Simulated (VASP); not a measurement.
# CuO (P4/mmm) in VASP: further runs

Runs on CuO. Level: PBEsol. Tasks: single point.

Everything below comes from runs of VASP 6.6.1. Logs are shortened: lines on timing, memory, paths and dates and some standing lists are left out, and cuts for length are marked.

**1. The cell of the first run**

The structure is tetragonal, space group P4/mmm (No. 123). The conventional cell has a = 4.111 Å, b = 4.111 Å, c = 3.840 Å, α = 90.00°, β = 90.00°, γ = 90.00°. Cu (site symmetry mmm) has 4 O at 1.92 to 2.06 Å within 2.5 Å. Cu (site symmetry 4/mmm) has 6 O at 1.92 to 2.06 Å within 2.5 Å. Within 2.5 Å of O (site symmetry 4/mmm) lie 6 Cu at 1.92 to 2.06 Å. O (site symmetry mmm) has 4 Cu at 1.92 to 2.06 Å within 2.5 Å.

**2. Single point, PBEsol**

File INCAR:

```
SYSTEM = CuO
ALGO = Normal
EDIFF = 1E-7
ENCUT = 520
GGA = PS
ISIF = 2
ISMEAR = -1
LASPH = .TRUE.
LCHARG = .FALSE.
LREAL = .FALSE.
LWAVE = .FALSE.
NBANDS = 34
NELM = 80
PREC = Accurate
SIGMA = 0.05
```

File KPOINTS:

```
k-points
0
G
  7 7 7
  0 0 0
```

File POSCAR:

```
CuO
1.0
    4.1105392618      0.0000000000      0.0000000000
    0.0000000000      4.1105392618      0.0000000000
    0.0000000000      0.0000000000      3.8400642793
Cu O
3 3
Direct
    0.5000000000      0.0000000000      0.5000000000
    0.0000000000      0.5000000000      0.5000000000
    0.0000000000      0.0000000000      0.0000000000
    0.0000000000      0.0000000000      0.5000000000
    0.5000000000      0.0000000000      0.0000000000
    0.0000000000      0.5000000000      0.0000000000
```

Potentials or basis: VASP PAW PBE potentials, release 64 (Cu, O).

On the command line:

```sh
$ cat potpaw_PBE.64/Cu/POTCAR potpaw_PBE.64/O/POTCAR > POTCAR
$ mpirun -np 1 vasp_std > vasp.out
```

OUTCAR:

```text
SYSTEM = CuO
   EDIFF = 1E-7
   ENCUT = 520
   GGA = PS
   ISIF = 2
   ISMEAR = -1
   LASPH = .TRUE.
   LREAL = .FALSE.
   NELM = 80
   PREC = Accurate

 ion  position               nearest neighbor table
   1  0.500  0.000  0.500-   5 1.92   5 1.92   4 2.06   4 2.06
   2  0.000  0.500  0.500-   6 1.92   6 1.92   4 2.06   4 2.06
   3  0.000  0.000  0.000-   4 1.92   4 1.92   6 2.06   5 2.06   6 2.06   5 2.06
   4  0.000  0.000  0.500-   3 1.92   3 1.92   1 2.06   2 2.06   2 2.06   1 2.06
   5  0.500  0.000  0.000-   1 1.92   1 1.92   3 2.06   3 2.06
   6  0.000  0.500  0.000-   2 1.92   2 1.92   3 2.06   3 2.06

  LATTYP: Found a simple tetragonal cell.
 ALAT       =     4.1105392618
 C/A-ratio  =     0.9341996353

  Lattice vectors:

 A1 = (   4.1105392618,   0.0000000000,   0.0000000000)
 A2 = (   0.0000000000,   4.1105392618,   0.0000000000)
 A3 = (   0.0000000000,   0.0000000000,   3.8400642793)

Analysis of symmetry for initial positions (statically):
=====================================================================
 Subroutine PRICEL returns:
 Original cell was already a primitive cell.

 Routine SETGRP: Setting up the symmetry group for a
 simple tetragonal supercell.

 Subroutine GETGRP returns: Found 16 space group operations
 (whereof 16 operations were pure point group operations)
 out of a pool of 16 trial point group operations.

The static configuration has the point symmetry D_4h.

Analysis of symmetry for dynamics (positions and initial velocities):
=====================================================================
 Subroutine PRICEL returns:
 Original cell was already a primitive cell.

 Routine SETGRP: Setting up the symmetry group for a
 simple tetragonal supercell.

 Subroutine GETGRP returns: Found 16 space group operations
 (whereof 16 operations were pure point group operations)
 out of a pool of 16 trial point group operations.

The dynamic configuration has the point symmetry D_4h.

 Subroutine INISYM returns: Found 16 space group operations
 (whereof 16 operations are pure point group operations),
 and found     1 'primitive' translations

----------------------------------------------------------------------------------------

                                     Primitive cell

  volume of cell :      64.8838

  direct lattice vectors                    reciprocal lattice vectors
     4.110539262  0.000000000  0.000000000     0.243277083  0.000000000  0.000000000
     0.000000000  4.110539262  0.000000000     0.000000000  0.243277083  0.000000000
     0.000000000  0.000000000  3.840064279     0.000000000  0.000000000  0.260412308

  length of vectors
     4.110539262  4.110539262  3.840064279     0.243277083  0.243277083  0.260412308

  position of ions in fractional coordinates (direct lattice)
     0.500000000  0.000000000  0.500000000
     0.000000000  0.500000000  0.500000000
     0.000000000  0.000000000  0.000000000
     0.000000000  0.000000000  0.500000000
     0.500000000  0.000000000  0.000000000
     0.000000000  0.500000000  0.000000000

  ion indices of the primitive-cell ions
   primitive index   ion index
                 1           1
                 2           2
                 3           3
                 4           4
                 5           5
                 6           6

----------------------------------------------------------------------------------------

 KPOINTS: k-points

Automatic generation of k-mesh.
 Grid dimensions read from file:
 generate k-points for:    7    7    7

 Generating k-lattice:

  Cartesian coordinates                     Fractional coordinates (reciprocal lattice)
     0.034753869  0.000000000  0.000000000     0.142857143  0.000000000  0.000000000
     0.000000000  0.034753869  0.000000000     0.000000000  0.142857143  0.000000000
     0.000000000  0.000000000  0.037201758     0.000000000  0.000000000  0.142857143

  Length of vectors
     0.034753869  0.034753869  0.037201758

  Shift w.r.t. Gamma in fractional coordinates (k-lattice)
     0.000000000  0.000000000  0.000000000

 Subroutine IBZKPT returns following result:
 ===========================================

 Found     40 irreducible k-points:

 Following reciprocal coordinates:
            Coordinates               Weight
  0.000000  0.000000  0.000000      1.000000
  0.142857  0.000000  0.000000      4.000000
  0.285714  0.000000  0.000000      4.000000
  0.428571  0.000000  0.000000      4.000000
  0.142857  0.142857  0.000000      4.000000
  0.285714  0.142857  0.000000      8.000000
[... 16 lines left out ...]
  0.285714  0.000000  0.285714      8.000000
  0.428571  0.000000  0.285714      8.000000
 [... further k-points ...]
   k-points           NKPTS =     40   k-points in BZ     NKDIM =     40   number of bands    NBANDS=     34
   number of dos      NEDOS =    301   number of ions     NIONS =      6
   total plane-waves  NPLWV =  30720
   dimension x,y,z NGX =    32 NGY =   32 NGZ =   30
   dimension x,y,z NGXF=    64 NGYF=   64 NGZF=   60
   ions per type =               3   3
   NGX,Y,Z   is equivalent  to a cutoff of  12.94, 12.94, 12.99 a.u.
   NGXF,Y,Z  is equivalent  to a cutoff of  25.88, 25.88, 25.98 a.u.
 SYSTEM =  CuO
   PREC   = accura    normal or accurate (medium, high low for compatibility)
   ISTART =      0    job   : 0-new  1-cont  2-samecut
   ICHARG =      2    charge: 1-file 2-atom 10-const
   ISPIN  =      1    spin polarized calculation?
   LNONCOLLINEAR =      F non collinear calculations
   LSORBIT =      F    spin-orbit coupling
   LASPH  =      T    aspherical Exc in radial PAW
   ENCUT  =  520.0 eV  38.22 Ry    6.18 a.u.   7.64  7.64  7.14*2*pi/ulx,y,z
   NELM   =     80;   NELMIN=  2; NELMDL= -5     # of ELM steps
   EDIFF  = 0.1E-06   stopping-criterion for ELM
   LREAL  =      F    real-space projection
   EDIFFG = 0.1E-05   stopping-criterion for IOM
   NSW    =      0    number of steps for IOM
   IBRION =     -1    ionic relax: 0-MD 1-quasi-New 2-CG
   NFREE  =      0    steps in history (QN), initial steepest desc. (CG)
   ISIF   =      2    stress and relaxation
   ISYM   =      2    0-nonsym 1-usesym 2-fastsym
   POTIM  = 0.5000    time-step for ionic-motion
   TEBEG  =    0.0;   TEEND  =   0.0 temperature during run
   PSTRESS=    0.0 pullay stress
   NELECT =      51.0000    total number of electrons
   NUPDOWN=      -1.0000    fix difference up-down
   EMIN   =  10.00;   EMAX   =-10.00  energy-range for DOS
   EFERMI =   0.00;   METHOD = LEGACY
   ISMEAR =    -1;   SIGMA  =   0.05  broadening in eV -4-tet -1-fermi 0-gaus
   EFERMI_NEDOS =   21; number of points for ismear=-14 and -15
   IALGO  =     38    algorithm
   IMIX   =      4    mixing-type and parameters
     AMIX     =   0.40;   BMIX     =  1.00
     AMIX_MAG =   1.60;   BMIX_MAG =  1.00
  volume/ion in A,a.u.               =      10.81        72.98
  Fermi-wavevector in a.u.,A,eV,Ry     =   1.510844  2.855081 31.057319  2.282649
  Thomas-Fermi vector in A             =   2.620980
   LORBIT       =      0    0 simple, 1 ext, 2 COOP (PROOUT), +10 PAW based schemes
   GGA     = PS    functional components
   LHFCALC =     F    Hartree Fock is set to
   AEXX    =    0.0000 exact exchange contribution
   IVDW    =     0    specifies the selected vdW correction
   LEPSILON=     F    determine dielectric tensor
   LRPA    =     F    only Hartree local field effects (RPA)
 non-spin polarized calculation
  energy-cutoff  :      520.00
  volume of cell :       64.88
 maximum number of plane-waves:      1769
 NGX is ok and might be reduce to    32
   NGX = 15   NGY = 15   NGZ = 15

 number of electron      50.9999936 magnetization

 Free energy of the ion-electron system (eV)
  ---------------------------------------------------
  ext. energy  EPLUGINS =         0.00000000
  ---------------------------------------------------
  free energy    TOTEN  =       -30.58912225 eV

  energy without entropy =      -30.55945151  energy(sigma->0) =      -30.57428688

 E-fermi :   4.4168     XC(G=0): -11.6427

 val. band max:        4.4042306665   @ k =   0.4286   0.2857   0.2857
 cond. band min:       4.4562327606   @ k =   0.2857   0.2857   0.0000
 fundamental gap:      0.0520020940
 Fermi energy:         4.4168033464

 k-point     1 :       0.0000    0.0000    0.0000
  band No.  band energies     occupation
      1     -15.6298      2.00000
      2     -13.5012      2.00000
      3     -13.0417      2.00000
      4      -1.8129      2.00000
      5      -1.6698      2.00000
      6      -1.6698      2.00000
[... 26 lines left out ...]
     33      15.4841      0.00000
     34      16.1697      0.00000

 k-point     2 :       0.1429    0.0000    0.0000
  band No.  band energies     occupation
      1     -15.5887      2.00000
      2     -13.4842      2.00000
      3     -13.0712      2.00000
      4      -1.8251      2.00000
      5      -1.7883      2.00000
      6      -1.6716      2.00000
[... 26 lines left out ...]
     33      16.0865      0.00000
     34      16.1626      0.00000

 k-point     3 :       0.2857    0.0000    0.0000
  band No.  band energies     occupation
      1     -15.4915      2.00000
      2     -13.4377      2.00000
      3     -13.1509      2.00000
      4      -2.0916      2.00000
      5      -1.7247      2.00000
      6      -1.6760      2.00000
[... 26 lines left out ...]
     33      16.1424      0.00000
     34      16.9471      0.00000

 k-point     4 :       0.4286    0.0000    0.0000
  band No.  band energies     occupation
      1     -15.4082      2.00000
      2     -13.3738      2.00000
      3     -13.2480      2.00000
      4      -2.2214      2.00000
      5      -1.6798      2.00000
      6      -1.6617      2.00000
[... 26 lines left out ...]
     33      16.1206      0.00000
     34      16.6823      0.00000

 k-point     5 :       0.1429    0.1429    0.0000
  band No.  band energies     occupation
      1     -15.5477      2.00000
      2     -13.4684      2.00000
      3     -13.0977      2.00000
      4      -1.8733      2.00000
      5      -1.7856      2.00000
      6      -1.7647      2.00000
[... 621 lines left out ...]
 k-point    22 :       0.1429    0.0000    0.2857
  band No.  band energies     occupation
      1     -15.3369      2.00000
      2     -13.5164      2.00000
      3     -12.9183      2.00000
      4      -2.6375      2.00000
      5      -1.7999      2.00000
      6      -1.5817      2.00000
[... 26 lines left out ...]
     33      14.3181      0.00000
     34      17.5374      0.00000

 k-point    23 :       0.2857    0.0000    0.2857
  band No.  band energies     occupation
      1     -15.2618      2.00000
      2     -13.4201      2.00000
      3     -13.0021      2.00000
      4      -2.8243      2.00000
      5      -2.2796      2.00000
      6      -1.6147      2.00000
[... 26 lines left out ...]
     33      14.9557      0.00000
     34      16.9967      0.00000

 k-point    24 :       0.4286    0.0000    0.2857
  band No.  band energies     occupation
      1     -15.1992      2.00000
      2     -13.2850      2.00000
      3     -13.1294      2.00000
      4      -2.9068      2.00000
      5      -2.7091      2.00000
      6      -1.6424      2.00000
[... 26 lines left out ...]
     33      15.6627      0.00000
     34      16.6756      0.00000

 [... further k-points ...]
[... 5 lines left out ...]
  --------------------------------------------------------------------------------------
  -------------------------------------------------------------------------------------
  Total        0.1500579      0.1500579      0.4923462      0.0000000     -0.0000000      0.0000000
  in kB        3.7053860      3.7053860     12.1575235      0.0000000     -0.0000000      0.0000000
  external PRESSURE =       6.5227652 kB  Pullay stress =       0.0000000 kB

 VOLUME and BASIS-vectors are now :
 -----------------------------------------------------------------------------
  energy-cutoff  :      520.00
  volume of cell :       64.88
      direct lattice vectors                 reciprocal lattice vectors
     4.110539262  0.000000000  0.000000000     0.243277083  0.000000000  0.000000000
     0.000000000  4.110539262  0.000000000     0.000000000  0.243277083  0.000000000
     0.000000000  0.000000000  3.840064279     0.000000000  0.000000000  0.260412308

 POSITION                                       TOTAL-FORCE (eV/Angst)
 -----------------------------------------------------------------------------------
      2.05527      0.00000      1.92003         0.000000      0.000000      0.000000
      0.00000      2.05527      1.92003         0.000000      0.000000      0.000000
      0.00000      0.00000      0.00000         0.000000      0.000000      0.000000
      0.00000      0.00000      1.92003         0.000000      0.000000      0.000000
      2.05527      0.00000      0.00000         0.000000      0.000000      0.000000
      0.00000      2.05527      0.00000         0.000000      0.000000      0.000000
 -----------------------------------------------------------------------------------
    total drift:                                0.000000      0.000000     -0.000000

  FREE ENERGIE OF THE ION-ELECTRON SYSTEM (eV)
  ---------------------------------------------------
  free  energy   TOTEN  =       -30.5891222539 eV

  energy  without entropy=      -30.5594515054  energy(sigma->0) =      -30.57428688
```

Run time: 51 s. Hardware: 1 thread of Intel Xeon 6975P-C (Granite Rapids), shared host; peak memory 0.21 GiB.

Results:

```yaml
Free_energy: -30.5891 eV
Pressure: 0.7 GPa
Band_gap_on_the_k_mesh: zero (an odd number of electrons rules out a gap without spin polarisation)
```

Stress tensor (GPa, compression positive):
```
0.37 0.00 0.00
0.00 0.37 0.00
0.00 0.00 1.22
```

Levels at points of the mesh, in eV from the Fermi level:
| k point | band 22 | band 23 | band 24 | band 25 | band 26 | band 27 | band 28 | band 29 | band 30 | band 31 |
| --- | --- | --- | --- | --- | --- | --- | --- | --- | --- | --- |
| (0.00, 0.00, 0.00) | -1.82 | -1.60 | -1.57 | -1.57 | -1.53 | -1.41 | 1.35 | 6.22 | 7.80 | 8.89 |

Caveat: the PAW data sets were made with another functional, which shifts forces and pressure a little; an odd number of electrons without spin polarisation forces a metal; a magnetic or distorted state may lie lower; semilocal functionals often make such compounds metallic where correlation or magnetic order opens a gap, which also shifts bond lengths. With open d or f shells a metallic result of PBEsol can be an artefact of self-interaction; +U or a hybrid may open a gap.

**3. Single point, PBEsol**

File INCAR:

```
SYSTEM = CuO
PREC = Accurate
ENCUT = 520
EDIFF = 1E-6
ISMEAR = -1
SIGMA = 0.05
LREAL = .False.
LASPH = .True.
NELM = 80
ALGO = Normal
ISIF = 2
LWAVE = .False.
LCHARG = .True.
GGA = PS
LELF = .True.
LVHAR = .True.
NBANDS = 34
```

File KPOINTS:

```
regular mesh
0
Gamma
  7 7 7
  0 0 0
```

Changes to POSCAR since step 2:

```diff
@@ -2,5 +2,5 @@
 1.0
-    4.1105392618      0.0000000000      0.0000000000
-    0.0000000000      4.1105392618      0.0000000000
-    0.0000000000      0.0000000000      3.8400642793
+    4.1069998943      0.0000000000      0.0000000000
+    0.0000000000      4.1069998943      0.0000000000
+    0.0000000000      0.0000000000      3.8402416612
 Cu O
```

Potentials or basis: VASP PAW PBE potentials, release 64 (Cu, O).

On the command line:

```sh
$ cat potpaw_PBE.64/Cu/POTCAR potpaw_PBE.64/O/POTCAR > POTCAR
$ mpirun -np 1 vasp_std > vasp.out
```

OUTCAR:

```text
SYSTEM = CuO
   PREC = Accurate
   ENCUT = 520
   EDIFF = 1E-6
   ISMEAR = -1
   LREAL = .False.
   LASPH = .True.
   NELM = 80
   ISIF = 2
   GGA = PS

 ion  position               nearest neighbor table
   1  0.500  0.000  0.500-   5 1.92   5 1.92   4 2.05   4 2.05
   2  0.000  0.500  0.500-   6 1.92   6 1.92   4 2.05   4 2.05
   3  0.000  0.000  0.000-   4 1.92   4 1.92   6 2.05   5 2.05   6 2.05   5 2.05
   4  0.000  0.000  0.500-   3 1.92   3 1.92   1 2.05   2 2.05   2 2.05   1 2.05
   5  0.500  0.000  0.000-   1 1.92   1 1.92   3 2.05   3 2.05
   6  0.000  0.500  0.000-   2 1.92   2 1.92   3 2.05   3 2.05

  LATTYP: Found a simple tetragonal cell.
 ALAT       =     4.1069998943
 C/A-ratio  =     0.9350479085

  Lattice vectors:

 A1 = (   4.1069998943,   0.0000000000,   0.0000000000)
 A2 = (   0.0000000000,   4.1069998943,   0.0000000000)
 A3 = (   0.0000000000,   0.0000000000,   3.8402416612)

Analysis of symmetry for initial positions (statically):
=====================================================================
 Subroutine PRICEL returns:
 Original cell was already a primitive cell.

[... 174 lines left out ...]

  energy without entropy =      -30.55914683  energy(sigma->0) =      -30.57390038

 E-fermi :   4.4364     XC(G=0): -11.6526

 val. band max:        4.4238061202   @ k =   0.4286   0.2857   0.2857
 cond. band min:       4.4801357579   @ k =   0.2857   0.2857   0.0000
 fundamental gap:      0.0563296377
 Fermi energy:         4.4363702404

 k-point     1 :       0.0000    0.0000    0.0000
  band No.  band energies     occupation
      1     -15.6241      2.00000
      2     -13.4893      2.00000
      3     -13.0260      2.00000
      4      -1.8058      2.00000
      5      -1.6614      2.00000
      6      -1.6614      2.00000
[... 877 lines left out ...]
     33      15.6923      0.00000
     34      16.7137      0.00000

 [... further k-points ...]
[... 5 lines left out ...]
  --------------------------------------------------------------------------------------
  -------------------------------------------------------------------------------------
  Total        0.2170683      0.2170683      0.5706287      0.0000000     -0.0000000      0.0000000
  in kB        5.3690693      5.3690693     14.1141994      0.0000000     -0.0000000      0.0000000
  external PRESSURE =       8.2841126 kB  Pullay stress =       0.0000000 kB

 VOLUME and BASIS-vectors are now :
 -----------------------------------------------------------------------------
  energy-cutoff  :      520.00
  volume of cell :       64.78
      direct lattice vectors                 reciprocal lattice vectors
     4.106999894  0.000000000  0.000000000     0.243486736  0.000000000  0.000000000
     0.000000000  4.106999894  0.000000000     0.000000000  0.243486736  0.000000000
     0.000000000  0.000000000  3.840241661     0.000000000  0.000000000  0.260400279

 POSITION                                       TOTAL-FORCE (eV/Angst)
 -----------------------------------------------------------------------------------
      2.05350      0.00000      1.92012         0.000000      0.000000      0.000000
      0.00000      2.05350      1.92012         0.000000      0.000000      0.000000
      0.00000      0.00000      0.00000         0.000000      0.000000      0.000000
      0.00000      0.00000      1.92012         0.000000      0.000000      0.000000
      2.05350      0.00000      0.00000         0.000000      0.000000      0.000000
      0.00000      2.05350      0.00000         0.000000      0.000000      0.000000
 -----------------------------------------------------------------------------------
    total drift:                                0.000000      0.000000     -0.000000

  FREE ENERGIE OF THE ION-ELECTRON SYSTEM (eV)
  ---------------------------------------------------
  free  energy   TOTEN  =       -30.5886539360 eV

  energy  without entropy=      -30.5591468276  energy(sigma->0) =      -30.57390038
```

Wall time 51 s (1 thread of Intel Xeon 6975P-C (Granite Rapids), shared host); peak memory 0.21 GiB.

What came out:

| Item | Value |
| --- | --- |
| Free energy | -30.5887 eV |
| Pressure | 0.8 GPa |
| Band gap on the k mesh | zero (an odd number of electrons rules out a gap without spin polarisation) |

Stress tensor (GPa, compression positive):
```
0.54 0.00 0.00
0.00 0.54 0.00
0.00 0.00 1.41
```

Caveat: the PAW data sets were made with another functional, which shifts forces and pressure a little; an odd number of electrons without spin polarisation forces a metal; a magnetic or distorted state may lie lower; semilocal functionals often make such compounds metallic where correlation or magnetic order opens a gap, which also shifts bond lengths. With open d or f shells a metallic result of PBEsol can be an artefact of self-interaction; +U or a hybrid may open a gap.

(Continued in part 2 of 2.)
